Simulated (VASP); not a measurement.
# Mg2As (Immm) in VASP: a series of runs

Mg2As is run at these levels: PBE; tasks: single point.

Program: VASP 6.6.1. These are calculated values, not measurements. Logs are shortened: lines on timing, memory, paths and dates and some standing lists are left out, and cuts for length are marked.

### 1 The cell of the first run

The structure is orthorhombic, space group Immm (No. 71). The conventional cell has a = 3.756 Å, b = 5.495 Å, c = 11.666 Å, α = 90.00°, β = 90.00°, γ = 90.00°. As (site symmetry mm2) has 8 Mg at 2.64 to 2.86 Å and 1 As at 3.36 Å within 3.5 Å. Mg (site symmetry mm2) has 4 As at 2.64 to 2.82 Å and 8 Mg at 3.28 to 3.55 Å within 3.6 Å. Mg (site symmetry m2m) has 6 Mg at 2.69 to 3.28 Å and 4 As at 2.86 Å within 3.5 Å.

### 2 Single point, PBE

INCAR reads:

```
SYSTEM = Mg2As
ALGO = Fast
EDIFF = 1E-6
ENCUT = 520
GGA = PE
ISIF = 2
ISMEAR = -1
LASPH = .TRUE.
LCHARG = .FALSE.
LREAL = .FALSE.
LWAVE = .FALSE.
NBANDS = 18
NELM = 100
PREC = Accurate
SIGMA = 0.05
```

KPOINTS reads:

```
k-points
0
G
  8 8 8
  0 0 0
```

POSCAR reads:

```
Mg2As
1.0
   -1.8781242016      2.7473589555      5.8331649116
    1.8781242016     -2.7473589555      5.8331649116
    1.8781242016      2.7473589555     -5.8331649116
As Mg
2 4
Direct
    0.3559950000      0.8559950000      0.5000000000
    0.6440050000      0.1440050000      0.5000000000
    0.1972320000      0.1972320000      0.0000000000
    0.2550410000      0.5000000000      0.7550410000
    0.7449590000      0.5000000000      0.2449590000
    0.8027680000      0.8027680000      0.0000000000
```

Potentials or basis: VASP PAW PBE potentials, release 64 (As, Mg).

On the command line:

```
> cat potpaw_PBE.64/As/POTCAR potpaw_PBE.64/Mg/POTCAR > POTCAR
> mpirun -np 1 vasp_std > vasp.out
```

OUTCAR:

```text
SYSTEM = Mg2As
   EDIFF = 1E-6
   ENCUT = 520
   GGA = PE
   ISIF = 2
   ISMEAR = -1
   LASPH = .TRUE.
   LREAL = .FALSE.
   NELM = 100
   PREC = Accurate

 ion  position               nearest neighbor table
   1  0.356  0.856  0.500-   3 2.64   3 2.64   6 2.82   6 2.82   4 2.86   4 2.86   5 2.86   5 2.86

   2  0.644  0.144  0.500-   6 2.64   6 2.64   3 2.82   3 2.82   5 2.86   4 2.86   5 2.86   4 2.86

   3  0.197  0.197  0.000-   1 2.64   1 2.64   2 2.82   2 2.82   4 3.28   4 3.28   5 3.28   5 3.28
                             6 3.55   6 3.55   6 3.55   6 3.55
   4  0.255  0.500  0.755-   5 2.69   5 2.80   2 2.86   2 2.86   1 2.86   1 2.86   3 3.28   3 3.28
                             6 3.28   6 3.28
   5  0.745  0.500  0.245-   4 2.69   4 2.80   1 2.86   2 2.86   2 2.86   1 2.86   6 3.28   3 3.28
                             6 3.28   3 3.28
   6  0.803  0.803  0.000-   2 2.64   2 2.64   1 2.82   1 2.82   4 3.28   5 3.28   5 3.28   4 3.28
                             3 3.55   3 3.55   3 3.55   3 3.55

  LATTYP: Found a body centered orthorhombic cell.
 ALAT       =     3.7562484032
 B/A-ratio  =     1.4628206980
 C/A-ratio  =     3.1058461984

  Lattice vectors:

 A1 = (  -1.8781242016,   2.7473589555,   5.8331649116)
 A2 = (   1.8781242016,  -2.7473589555,   5.8331649116)
 A3 = (   1.8781242016,   2.7473589555,  -5.8331649116)

Analysis of symmetry for initial positions (statically):
=====================================================================
 Subroutine PRICEL returns:
 Original cell was already a primitive cell.

 Routine SETGRP: Setting up the symmetry group for a
 body centered orthorhombic supercell.

 Subroutine GETGRP returns: Found  8 space group operations
 (whereof  8 operations were pure point group operations)
 out of a pool of  8 trial point group operations.

The static configuration has the point symmetry D_2h.

Analysis of symmetry for dynamics (positions and initial velocities):
=====================================================================
 Subroutine PRICEL returns:
 Original cell was already a primitive cell.

 Routine SETGRP: Setting up the symmetry group for a
 body centered orthorhombic supercell.

 Subroutine GETGRP returns: Found  8 space group operations
 (whereof  8 operations were pure point group operations)
 out of a pool of  8 trial point group operations.

The dynamic configuration has the point symmetry D_2h.

 Subroutine INISYM returns: Found  8 space group operations
 (whereof  8 operations are pure point group operations),
 and found     1 'primitive' translations

----------------------------------------------------------------------------------------

                                     Primitive cell

  volume of cell :     120.3938

  direct lattice vectors                    reciprocal lattice vectors
    -1.878124202  2.747358956  5.833164912     0.000000000  0.181992964  0.085716761
     1.878124202 -2.747358956  5.833164912     0.266223075  0.000000000  0.085716761
     1.878124202  2.747358956 -5.833164912     0.266223075  0.181992964  0.000000000

  length of vectors
     6.715738577  6.715738577  6.715738577     0.201168591  0.279682121  0.322484363

  position of ions in fractional coordinates (direct lattice)
     0.355995000  0.855995000  0.500000000
     0.644005000  0.144005000  0.500000000
     0.197232000  0.197232000  0.000000000
     0.255041000  0.500000000  0.755041000
     0.744959000  0.500000000  0.244959000
     0.802768000  0.802768000  0.000000000

  ion indices of the primitive-cell ions
   primitive index   ion index
                 1           1
                 2           2
                 3           3
                 4           4
                 5           5
                 6           6

----------------------------------------------------------------------------------------

 KPOINTS: k-points

Automatic generation of k-mesh.
 Grid dimensions read from file:
 generate k-points for:    8    8    8

 Generating k-lattice:

  Cartesian coordinates                     Fractional coordinates (reciprocal lattice)
     0.000000000  0.022749121  0.010714595     0.125000000 -0.000000000  0.000000000
     0.033277884  0.000000000  0.010714595    -0.000000000  0.125000000  0.000000000
     0.033277884  0.022749121  0.000000000     0.000000000  0.000000000  0.125000000

  Length of vectors
     0.025146074  0.034960265  0.040310545

  Shift w.r.t. Gamma in fractional coordinates (k-lattice)
     0.000000000  0.000000000  0.000000000

 Subroutine IBZKPT returns following result:
 ===========================================

 Found     95 irreducible k-points:

 Following reciprocal coordinates:
            Coordinates               Weight
  0.000000  0.000000  0.000000      1.000000
  0.125000  0.000000  0.000000      4.000000
  0.250000  0.000000  0.000000      4.000000
  0.375000 -0.000000  0.000000      4.000000
  0.500000  0.000000  0.000000      2.000000
  0.000000  0.125000  0.000000      4.000000
[... 16 lines left out ...]
  0.125000  0.375000  0.000000      8.000000
  0.250000  0.375000  0.000000      8.000000
 [... further k-points ...]
   k-points           NKPTS =     95   k-points in BZ     NKDIM =     95   number of bands    NBANDS=     18
   number of dos      NEDOS =    301   number of ions     NIONS =      6
   total plane-waves  NPLWV = 125000
   dimension x,y,z NGX =    50 NGY =   50 NGZ =   50
   dimension x,y,z NGXF=   100 NGYF=  100 NGZF=  100
   ions per type =               2   4
   NGX,Y,Z   is equivalent  to a cutoff of  12.38, 12.38, 12.38 a.u.
   NGXF,Y,Z  is equivalent  to a cutoff of  24.75, 24.75, 24.75 a.u.
 SYSTEM =  Mg2As
   PREC   = accura    normal or accurate (medium, high low for compatibility)
   ISTART =      0    job   : 0-new  1-cont  2-samecut
   ICHARG =      2    charge: 1-file 2-atom 10-const
   ISPIN  =      1    spin polarized calculation?
   LNONCOLLINEAR =      F non collinear calculations
   LSORBIT =      F    spin-orbit coupling
   LASPH  =      T    aspherical Exc in radial PAW
   ENCUT  =  520.0 eV  38.22 Ry    6.18 a.u.  12.49 12.49 12.49*2*pi/ulx,y,z
   NELM   =    100;   NELMIN=  2; NELMDL= -5     # of ELM steps
   EDIFF  = 0.1E-05   stopping-criterion for ELM
   LREAL  =      F    real-space projection
   EDIFFG = 0.1E-04   stopping-criterion for IOM
   NSW    =      0    number of steps for IOM
   IBRION =     -1    ionic relax: 0-MD 1-quasi-New 2-CG
   NFREE  =      0    steps in history (QN), initial steepest desc. (CG)
   ISIF   =      2    stress and relaxation
   ISYM   =      2    0-nonsym 1-usesym 2-fastsym
   POTIM  = 0.5000    time-step for ionic-motion
   TEBEG  =    0.0;   TEEND  =   0.0 temperature during run
   PSTRESS=    0.0 pullay stress
   NELECT =      18.0000    total number of electrons
   NUPDOWN=      -1.0000    fix difference up-down
   EMIN   =  10.00;   EMAX   =-10.00  energy-range for DOS
   EFERMI =   0.00;   METHOD = LEGACY
   ISMEAR =    -1;   SIGMA  =   0.05  broadening in eV -4-tet -1-fermi 0-gaus
   EFERMI_NEDOS =   21; number of points for ismear=-14 and -15
   IALGO  =     68    algorithm
   IMIX   =      4    mixing-type and parameters
     AMIX     =   0.40;   BMIX     =  1.00
     AMIX_MAG =   1.60;   BMIX_MAG =  1.00
  volume/ion in A,a.u.               =      20.07       135.41
  Fermi-wavevector in a.u.,A,eV,Ry     =   0.868889  1.641962 10.271967  0.754968
  Thomas-Fermi vector in A             =   1.987632
   LORBIT       =      0    0 simple, 1 ext, 2 COOP (PROOUT), +10 PAW based schemes
   GGA     = PE    functional components
   LHFCALC =     F    Hartree Fock is set to
   AEXX    =    0.0000 exact exchange contribution
   IVDW    =     0    specifies the selected vdW correction
   LEPSILON=     F    determine dielectric tensor
   LRPA    =     F    only Hartree local field effects (RPA)
 non-spin polarized calculation
 RMM-DIIS sequential band-by-band and
  energy-cutoff  :      520.00
  volume of cell :      120.39
 maximum number of plane-waves:      3268
 NGX is ok and might be reduce to    50
   NGX = 25   NGY = 25   NGZ = 25

 number of electron      18.0000000 magnetization

 Free energy of the ion-electron system (eV)
  ---------------------------------------------------
  ext. energy  EPLUGINS =         0.00000000
  ---------------------------------------------------
  free energy    TOTEN  =       -17.45554614 eV

  energy without entropy =      -17.44841874  energy(sigma->0) =      -17.45198244

 E-fermi :   3.9976     XC(G=0):  -9.3163

 val. band max:        3.9737857812   @ k =   0.5000   0.1250   0.0000
 cond. band min:       4.0170136238   @ k =  -0.2500  -0.2500   0.2500
 fundamental gap:      0.0432278426
 Fermi energy:         3.9975888863

 k-point     1 :       0.0000    0.0000    0.0000
  band No.  band energies     occupation
      1      -7.8402      2.00000
      2      -6.2424      2.00000
      3      -1.0714      2.00000
      4       0.2273      2.00000
      5       0.8221      2.00000
      6       0.8378      2.00000
[... 10 lines left out ...]
     17      10.6014      0.00000
     18      11.1604      0.00000

 k-point     2 :       0.1250    0.0000    0.0000
  band No.  band energies     occupation
      1      -7.7945      2.00000
      2      -6.2936      2.00000
      3      -1.0539      2.00000
      4      -0.2634      2.00000
      5       0.2254      2.00000
      6       1.7027      2.00000
[... 10 lines left out ...]
     17      10.7444      0.00000
     18      11.0234      0.00000

 k-point     3 :       0.2500    0.0000    0.0000
  band No.  band energies     occupation
      1      -7.6687      2.00000
      2      -6.4310      2.00000
      3      -1.1393      2.00000
      4      -0.9858      2.00000
      5       0.2999      2.00000
      6       2.4648      2.00000
[... 412 lines left out ...]
 k-point    23 :       0.1250    0.3750    0.0000
  band No.  band energies     occupation
      1      -6.8258      2.00000
      2      -6.0550      2.00000
      3      -1.1291      2.00000
      4      -0.2792      2.00000
      5       0.3088      2.00000
      6       1.1465      2.00000
[... 10 lines left out ...]
     17       9.7184      0.00000
     18      10.4152      0.00000

 k-point    24 :       0.2500    0.3750    0.0000
  band No.  band energies     occupation
      1      -6.7294      2.00000
      2      -6.1176      2.00000
      3      -1.1049      2.00000
      4      -0.2986      2.00000
      5      -0.1693      2.00000
      6       1.1975      2.00000
[... 10 lines left out ...]
     17       9.5800      0.00000
     18      10.6833      0.00000

 [... further k-points ...]

------------------------ aborting loop because EDIFF is reached ----------------------------------------

  FORCE on cell =-STRESS in cart. coord.  units (eV):
  Direction    XX          YY          ZZ          XY          YZ          ZX
  --------------------------------------------------------------------------------------
  -------------------------------------------------------------------------------------
  Total        2.5565305      2.8529488      2.0896686      0.0000000      0.0000000      0.0000000
  in kB       34.0218249     37.9665029     27.8089139      0.0000000      0.0000000      0.0000000
  external PRESSURE =      33.2657472 kB  Pullay stress =       0.0000000 kB

 VOLUME and BASIS-vectors are now :
 -----------------------------------------------------------------------------
  energy-cutoff  :      520.00
  volume of cell :      120.39
      direct lattice vectors                 reciprocal lattice vectors
    -1.878124202  2.747358956  5.833164912     0.000000000  0.181992964  0.085716761
     1.878124202 -2.747358956  5.833164912     0.266223075  0.000000000  0.085716761
     1.878124202  2.747358956 -5.833164912     0.266223075  0.181992964  0.000000000

 POSITION                                       TOTAL-FORCE (eV/Angst)
 -----------------------------------------------------------------------------------
      1.87812      0.00000      4.15316         0.000000     -0.000000      0.125967
      0.00000      2.74736      1.68001        -0.000000     -0.000000     -0.125967
      0.00000      0.00000      2.30097        -0.000000     -0.000000     -0.197508
      1.87812      1.40138      0.00000        -0.000000     -0.155497     -0.000000
      0.00000      1.34598      5.83316        -0.000000      0.155497     -0.000000
      0.00000      0.00000      9.36536         0.000000     -0.000000      0.197508
 -----------------------------------------------------------------------------------
    total drift:                               -0.000000     -0.000000      0.000000

  FREE ENERGIE OF THE ION-ELECTRON SYSTEM (eV)
  ---------------------------------------------------
  free  energy   TOTEN  =       -17.4555461412 eV

  energy  without entropy=      -17.4484187413  energy(sigma->0) =      -17.45198244
```

It took 3.2 min on 1 thread of Intel Xeon 6975P-C (Granite Rapids), shared host; peak memory 0.46 GiB.

What came out:

| Property | Result |
| --- | --- |
| Free energy | -17.4555 eV |
| Pressure | 3.3 GPa |
| Largest force | 0.198 eV/Å |
| Band gap on the k mesh | zero (bands 9 and 10 overlap by 0.72 eV) |

Forces on the atoms (eV/Å):
```
As   0.000  0.000  0.126
As   0.000  0.000 -0.126
Mg   0.000  0.000 -0.198
Mg   0.000 -0.155  0.000
Mg   0.000  0.155  0.000
Mg   0.000  0.000  0.198
```

Stress tensor (GPa, compression positive):
```
3.40 0.00 0.00
0.00 3.80 0.00
0.00 0.00 2.78
```

Caveat: the cell stands under pressure.

### 3 Single point, PBE

This run uses another cell than the first one, of 20.49 Å³/atom.

INCAR reads:

```
SYSTEM = Mg2As
  ALGO = Fast
  EDIFF = 1E-6
  ENCUT = 520
  GGA = PE
  ISIF = 2
  ISMEAR = -1
  LASPH = .TRUE.
  LCHARG = .FALSE.
  LREAL = .FALSE.
  LWAVE = .FALSE.
  NBANDS = 18
  NELM = 60
  PREC = Accurate
  SIGMA = 0.05
```

KPOINTS is that of step 2.

POSCAR, as its differences from that of step 2:

```diff
@@ -2,5 +2,5 @@
 1.0
-   -1.8781242016      2.7473589555      5.8331649116
-    1.8781242016     -2.7473589555      5.8331649116
-    1.8781242016      2.7473589555     -5.8331649116
+   -1.8913508641      2.7667071913      5.8742448912
+    1.8913508641     -2.7667071913      5.8742448912
+    1.8913508641      2.7667071913     -5.8742448912
 As Mg
```

Potentials or basis: VASP PAW PBE potentials, release 64 (As, Mg).

On the command line:

```
> cat potpaw_PBE.64/As/POTCAR potpaw_PBE.64/Mg/POTCAR > POTCAR
> mpirun -np 1 vasp_std > vasp.out
```

It took 3.4 min on 1 thread of Intel Xeon 6975P-C (Granite Rapids), shared host; peak memory 0.47 GiB.

It converged, with:

* Free energy: -17.4980 eV
* Pressure: 2.0 GPa
* Largest force: 0.140 eV/Å
* Band gap on the k mesh: zero (bands 9 and 10 overlap by 0.70 eV)

Forces on the atoms (eV/Å):
```
As   0.000  0.000  0.108
As   0.000  0.000 -0.108
Mg   0.000  0.000 -0.140
Mg   0.000 -0.129  0.000
Mg   0.000  0.129  0.000
Mg   0.000  0.000  0.140
```

Stress tensor (GPa, compression positive):
```
2.05 0.00 0.00
0.00 2.42 0.00
0.00 0.00 1.57
```

Levels at points of the mesh, in eV from the Fermi level:
```tsv
k point	band 6	band 7	band 8	band 9	band 10	band 11	band 12	band 13
(0.00, 0.00, 0.00)	-3.10	-2.47	-0.60	-0.53	1.69	2.28	3.31	4.58
(0.50, 0.00, 0.00)	-1.61	-0.80	-0.13	-0.10	1.89	2.33	3.34	3.45
(0.00, 0.50, 0.00)	-2.68	-2.01	-1.22	-0.68	-0.37	1.02	1.68	1.94
(0.50, 0.50, 0.00)	-3.58	-2.18	-1.66	-1.60	0.67	1.86	2.21	3.90
(0.50, 0.50, 0.50)	-1.82	-1.77	-1.19	0.32	0.40	1.87	2.08	2.82
```

The gap in the log of VASP goes by the Fermi energy; the results here count the filled bands.